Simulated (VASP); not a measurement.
# AgCl (Fm-3m) in VASP: further runs

The runs below take AgCl through single point, with PBE.

Program: VASP 6.6.1. These are calculated values, not measurements. Logs are shortened: lines on timing, memory, paths and dates and some standing lists are left out, and cuts for length are marked.

**1. The cell of the first run**

It takes space group Fm-3m (No. 225, cubic). The conventional cell has a = 5.545 Å, b = 5.545 Å, c = 5.545 Å, α = 90.00°, β = 90.00°, γ = 90.00°. Within 3.7 Å of Ag (site symmetry m-3m) lie 6 Cl at 2.77 Å. Within 3.7 Å of Cl (site symmetry m-3m) lie 6 Ag at 2.77 Å.

**2. Single point, PBE**

File INCAR:

```
SYSTEM = AgCl
  PREC = Accurate
  ENCUT = 500
  EDIFF = 1E-6
  ISMEAR = -5
  SIGMA = 0.1
  LREAL = .False.
  LASPH = .True.
  NELM = 120
  ALGO = Normal
  ISIF = 2
  LWAVE = .False.
  LCHARG = .False.
  GGA = PE
  NBANDS = 16
  GGA_COMPAT = .False.
```

File KPOINTS:

```
regular mesh
0
Gamma
  4 4 4
  0 0 0
```

File POSCAR:

```
AgCl
1.0
    0.0000000000      2.7726629968      2.7726629968
    2.7726629968      0.0000000000      2.7726629968
    2.7726629968      2.7726629968      0.0000000000
Ag Cl
1 1
Direct
    0.0000000000      0.0000000000      0.0000000000
    0.5000000000      0.5000000000      0.5000000000
```

Potentials or basis: VASP PAW PBE potentials, release 64 (Ag, Cl).

The run is started by

```console
cat potpaw_PBE.64/Ag/POTCAR potpaw_PBE.64/Cl/POTCAR > POTCAR
mpirun -np 1 vasp_std > vasp.out
```

OUTCAR:

```text
SYSTEM = AgCl
   PREC = Accurate
   ENCUT = 500
   EDIFF = 1E-6
   ISMEAR = -5
   LREAL = .False.
   LASPH = .True.
   NELM = 120
   ISIF = 2
   GGA = PE

 ion  position               nearest neighbor table
   1  0.000  0.000  0.000-   2 2.77   2 2.77   2 2.77   2 2.77   2 2.77   2 2.77
   2  0.500  0.500  0.500-   1 2.77   1 2.77   1 2.77   1 2.77   1 2.77   1 2.77

  LATTYP: Found a face centered cubic cell.
 ALAT       =     5.5453259936

  Lattice vectors:

 A1 = (   0.0000000000,   2.7726629968,   2.7726629968)
 A2 = (   2.7726629968,   0.0000000000,   2.7726629968)
 A3 = (   2.7726629968,   2.7726629968,   0.0000000000)

Analysis of symmetry for initial positions (statically):
=====================================================================
 Subroutine PRICEL returns:
 Original cell was already a primitive cell.

 Routine SETGRP: Setting up the symmetry group for a
 face centered cubic supercell.

 Subroutine GETGRP returns: Found 48 space group operations
 (whereof 48 operations were pure point group operations)
 out of a pool of 48 trial point group operations.

The static configuration has the point symmetry O_h .

Analysis of symmetry for dynamics (positions and initial velocities):
=====================================================================
 Subroutine PRICEL returns:
 Original cell was already a primitive cell.

 Routine SETGRP: Setting up the symmetry group for a
 face centered cubic supercell.

 Subroutine GETGRP returns: Found 48 space group operations
 (whereof 48 operations were pure point group operations)
 out of a pool of 48 trial point group operations.

The dynamic configuration has the point symmetry O_h .

 Subroutine INISYM returns: Found 48 space group operations
 (whereof 48 operations are pure point group operations),
 and found     1 'primitive' translations

----------------------------------------------------------------------------------------

                                     Primitive cell

  volume of cell :      42.6306

  direct lattice vectors                    reciprocal lattice vectors
     0.000000000  2.772662997  2.772662997    -0.180332049  0.180332049  0.180332049
     2.772662997  0.000000000  2.772662997     0.180332049 -0.180332049  0.180332049
     2.772662997  2.772662997  0.000000000     0.180332049  0.180332049 -0.180332049

  length of vectors
     3.921137614  3.921137614  3.921137614     0.312344271  0.312344271  0.312344271

  position of ions in fractional coordinates (direct lattice)
     0.000000000  0.000000000  0.000000000
     0.500000000  0.500000000  0.500000000

  ion indices of the primitive-cell ions
   primitive index   ion index
                 1           1
                 2           2

----------------------------------------------------------------------------------------

 KPOINTS: regular mesh

Automatic generation of k-mesh.
 Grid dimensions read from file:
 generate k-points for:    4    4    4

 Generating k-lattice:

  Cartesian coordinates                     Fractional coordinates (reciprocal lattice)
    -0.045083012  0.045083012  0.045083012     0.250000000  0.000000000  0.000000000
     0.045083012 -0.045083012  0.045083012     0.000000000  0.250000000  0.000000000
     0.045083012  0.045083012 -0.045083012     0.000000000  0.000000000  0.250000000

  Length of vectors
     0.078086068  0.078086068  0.078086068

  Shift w.r.t. Gamma in fractional coordinates (k-lattice)
     0.000000000  0.000000000  0.000000000

 TETIRR: Found      9 inequivalent tetrahedra from      384

 Subroutine IBZKPT returns following result:
 ===========================================

 Found      8 irreducible k-points:

 Following reciprocal coordinates:
            Coordinates               Weight
  0.000000  0.000000  0.000000      1.000000
  0.250000  0.000000  0.000000      8.000000
  0.500000  0.000000  0.000000      4.000000
  0.250000  0.250000  0.000000      6.000000
  0.500000  0.250000  0.000000     24.000000
 -0.250000  0.250000  0.000000     12.000000
  0.500000  0.500000  0.000000      3.000000
 -0.250000  0.500000  0.250000      6.000000
   k-points           NKPTS =      8   k-points in BZ     NKDIM =      8   number of bands    NBANDS=     16
   number of dos      NEDOS =    301   number of ions     NIONS =      2
   total plane-waves  NPLWV =  27000
   dimension x,y,z NGX =    30 NGY =   30 NGZ =   30
   dimension x,y,z NGXF=    60 NGYF=   60 NGZF=   60
   ions per type =               1   1
   NGX,Y,Z   is equivalent  to a cutoff of  12.72, 12.72, 12.72 a.u.
   NGXF,Y,Z  is equivalent  to a cutoff of  25.44, 25.44, 25.44 a.u.
 SYSTEM =  AgCl
   PREC   = accura    normal or accurate (medium, high low for compatibility)
   ISTART =      0    job   : 0-new  1-cont  2-samecut
   ICHARG =      2    charge: 1-file 2-atom 10-const
   ISPIN  =      1    spin polarized calculation?
   LNONCOLLINEAR =      F non collinear calculations
   LSORBIT =      F    spin-orbit coupling
   LASPH  =      T    aspherical Exc in radial PAW
   ENCUT  =  500.0 eV  36.75 Ry    6.06 a.u.   7.15  7.15  7.15*2*pi/ulx,y,z
   NELM   =    120;   NELMIN=  2; NELMDL= -5     # of ELM steps
   EDIFF  = 0.1E-05   stopping-criterion for ELM
   LREAL  =      F    real-space projection
   EDIFFG = 0.1E-04   stopping-criterion for IOM
   NSW    =      0    number of steps for IOM
   IBRION =     -1    ionic relax: 0-MD 1-quasi-New 2-CG
   NFREE  =      0    steps in history (QN), initial steepest desc. (CG)
   ISIF   =      2    stress and relaxation
   ISYM   =      2    0-nonsym 1-usesym 2-fastsym
   POTIM  = 0.5000    time-step for ionic-motion
   TEBEG  =    0.0;   TEEND  =   0.0 temperature during run
   PSTRESS=    0.0 pullay stress
   NELECT =      18.0000    total number of electrons
   NUPDOWN=      -1.0000    fix difference up-down
   EMIN   =  10.00;   EMAX   =-10.00  energy-range for DOS
   EFERMI =   0.00;   METHOD = LEGACY
   ISMEAR =    -5;   SIGMA  =   0.10  broadening in eV -4-tet -1-fermi 0-gaus
   EFERMI_NEDOS =   21; number of points for ismear=-14 and -15
   IALGO  =     38    algorithm
   IMIX   =      4    mixing-type and parameters
     AMIX     =   0.40;   BMIX     =  1.00
     AMIX_MAG =   1.60;   BMIX_MAG =  1.00
  volume/ion in A,a.u.               =      21.32       143.84
  Fermi-wavevector in a.u.,A,eV,Ry     =   1.228170  2.320905 20.523058  1.508402
  Thomas-Fermi vector in A             =   2.363106
   LORBIT       =      0    0 simple, 1 ext, 2 COOP (PROOUT), +10 PAW based schemes
   GGA     = PE    functional components
   LHFCALC =     F    Hartree Fock is set to
   AEXX    =    0.0000 exact exchange contribution
   IVDW    =     0    specifies the selected vdW correction
   LEPSILON=     F    determine dielectric tensor
   LRPA    =     F    only Hartree local field effects (RPA)
 non-spin polarized calculation
 Fermi weights with tetrahedron method with Bloechl corrections
  energy-cutoff  :      500.00
  volume of cell :       42.63
 maximum number of plane-waves:      1106
 NGX is ok and might be reduce to    30
   NGX = 15   NGY = 15   NGZ = 15

 number of electron      18.0000005 magnetization

 Free energy of the ion-electron system (eV)
  ---------------------------------------------------
  ext. energy  EPLUGINS =         0.00000000
  ---------------------------------------------------
  free energy    TOTEN  =        -5.38176275 eV

  energy without entropy =       -5.38176275  energy(sigma->0) =       -5.38176275

 E-fermi :   3.8547     XC(G=0):  -9.9648

 val. band max:        3.8319287557   @ k =   0.5000   0.0000   0.0000
 cond. band min:       4.7367076004   @ k =   0.0000   0.0000   0.0000
 fundamental gap:      0.9047788448
 Fermi energy:         3.8546536665

 k-point     1 :       0.0000    0.0000    0.0000
  band No.  band energies     occupation
      1     -11.3156      2.00000
      2       1.3849      2.00000
      3       1.3849      2.00000
      4       1.3849      2.00000
      5       1.4268      2.00000
      6       1.4268      2.00000
[... 8 lines left out ...]
     15      17.1454      0.00000
     16      17.1454      0.00000

 k-point     2 :       0.2500    0.0000    0.0000
  band No.  band energies     occupation
      1     -11.1044      2.00000
      2      -0.3500      2.00000
      3       0.1629      2.00000
      4       0.1629      2.00000
      5       1.5653      2.00000
      6       1.5653      2.00000
[... 8 lines left out ...]
     15      16.1103      0.00000
     16      16.4368      0.00000

 k-point     3 :       0.5000    0.0000    0.0000
  band No.  band energies     occupation
      1     -10.8739      2.00000
      2      -1.4124      2.00000
      3      -0.3280      2.00000
      4      -0.3280      2.00000
      5       1.7521      2.00000
      6       1.7521      2.00000
[... 8 lines left out ...]
     15      17.5567      0.00000
     16      17.5567      0.00000

 k-point     4 :       0.2500    0.2500    0.0000
  band No.  band energies     occupation
      1     -11.0627      2.00000
      2      -0.6344      2.00000
      3       0.7795      2.00000
      4       0.7795      2.00000
      5       1.2209      2.00000
      6       1.5205      2.00000
[... 8 lines left out ...]
     15      18.2577      0.00000
     16      19.9123      0.00000

 k-point     5 :       0.5000    0.2500    0.0000
  band No.  band energies     occupation
      1     -10.8665      2.00000
      2      -0.8119      2.00000
      3      -0.1995      2.00000
      4       0.0301      2.00000
      5       1.5192      2.00000
      6       1.8013      2.00000
[... 8 lines left out ...]
     15      18.1443      0.00000
     16      19.0713      0.00000

 k-point     6 :      -0.2500    0.2500    0.0000
  band No.  band energies     occupation
      1     -10.9105      2.00000
      2      -0.9562      2.00000
      3      -0.2558      2.00000
      4       0.0884      2.00000
      5       1.6515      2.00000
      6       1.7419      2.00000
[... 8 lines left out ...]
     15      18.0676      0.00000
     16      19.6387      0.00000

 k-point     7 :       0.5000    0.5000    0.0000
  band No.  band energies     occupation
      1     -10.8574      2.00000
      2      -0.4930      2.00000
      3       0.7743      2.00000
      4       0.7743      2.00000
      5       1.0595      2.00000
      6       1.6157      2.00000
[... 8 lines left out ...]
     15      18.9985      0.00000
     16      18.9985      0.00000

 k-point     8 :      -0.2500    0.5000    0.2500
  band No.  band energies     occupation
      1     -10.8231      2.00000
      2      -0.3704      2.00000
      3      -0.1600      2.00000
      4      -0.1600      2.00000
      5       1.8384      2.00000
      6       1.8384      2.00000
[... 8 lines left out ...]
     15      17.3587      0.00000
     16      18.9642      0.00000

------------------------ aborting loop because EDIFF is reached ----------------------------------------

  FORCE on cell =-STRESS in cart. coord.  units (eV):
  Direction    XX          YY          ZZ          XY          YZ          ZX
  --------------------------------------------------------------------------------------
  -------------------------------------------------------------------------------------
  Total        0.4429324      0.4429324      0.4429324      0.0000000      0.0000000      0.0000000
  in kB       16.6466490     16.6466490     16.6466490      0.0000000      0.0000000      0.0000000
  external PRESSURE =      16.6466490 kB  Pullay stress =       0.0000000 kB

 VOLUME and BASIS-vectors are now :
 -----------------------------------------------------------------------------
  energy-cutoff  :      500.00
  volume of cell :       42.63
      direct lattice vectors                 reciprocal lattice vectors
     0.000000000  2.772662997  2.772662997    -0.180332049  0.180332049  0.180332049
     2.772662997  0.000000000  2.772662997     0.180332049 -0.180332049  0.180332049
     2.772662997  2.772662997  0.000000000     0.180332049  0.180332049 -0.180332049

 POSITION                                       TOTAL-FORCE (eV/Angst)
 -----------------------------------------------------------------------------------
      0.00000      0.00000      0.00000         0.000000      0.000000     -0.000000
      2.77266      2.77266      2.77266         0.000000      0.000000      0.000000
 -----------------------------------------------------------------------------------
    total drift:                               -0.000000      0.000000      0.000000

  FREE ENERGIE OF THE ION-ELECTRON SYSTEM (eV)
  ---------------------------------------------------
  free  energy   TOTEN  =        -5.3817627489 eV

  energy  without entropy=       -5.3817627489  energy(sigma->0) =       -5.38176275
```

Wall time 5.4 s (1 thread of AMD EPYC 7R43 (Zen 3), shared host); peak memory 0.13 GiB.

Results:

| Property | Result |
| --- | --- |
| Free energy | -5.3818 eV |
| Pressure | 1.7 GPa |
| Band gap on the k mesh | 0.90 eV, indirect (least direct gap 3.23 eV) |

Caveat: the k points lie up to 0.49 Å⁻¹ apart.

**3. Single point, PBE**

INCAR: that of step 2 with these lines changed.

```diff
@@ -4,4 +4,4 @@
   EDIFF = 1E-6
-  ISMEAR = -5
-  SIGMA = 0.1
+  ISMEAR = 1
+  SIGMA = 0.0035
   LREAL = .False.
@@ -14,2 +14,3 @@
   GGA = PE
+  NELECT = 20.0
   NBANDS = 16
```

File KPOINTS:

```
Automatic mesh
0
Gamma
  4 4 4
  0 0 0
```

POSCAR is that of step 2.

Potentials or basis: VASP PAW PBE potentials, release 64 (Ag, Cl).

The run is started by

```console
cat potpaw_PBE.64/Ag/POTCAR potpaw_PBE.64/Cl/POTCAR > POTCAR
mpirun -np 1 vasp_std > vasp.out
```

Run time: 5.9 s. Hardware: 1 thread of AMD EPYC 7R43 (Zen 3), shared host; peak memory 0.13 GiB.

The run converged. Its results:

```yaml
Free_energy: 9.3971 eV
```

Levels at points of the mesh, in eV from the Fermi level:
```csv
k point,band 7,band 8,band 9,band 10,band 11,band 12,band 13,band 14
"(0.00, 0.00, 0.00)",-6.85,-6.85,-6.85,-4.29,5.70,5.70,5.70,6.32
"(0.50, 0.00, 0.00)",-6.25,-4.41,-4.41,-1.25,1.80,2.53,2.53,7.92
"(0.50, 0.50, 0.00)",-6.44,-6.44,-6.33,-2.61,2.62,3.41,6.40,6.40
```

Caveat: the k points lie up to 0.49 Å⁻¹ apart; the cell carries a net charge on a neutralising background, which shifts energy and pressure; the cell is charged against a uniform background, so pressure and absolute levels hang on convention.

(Continued in part 2 of 2.)
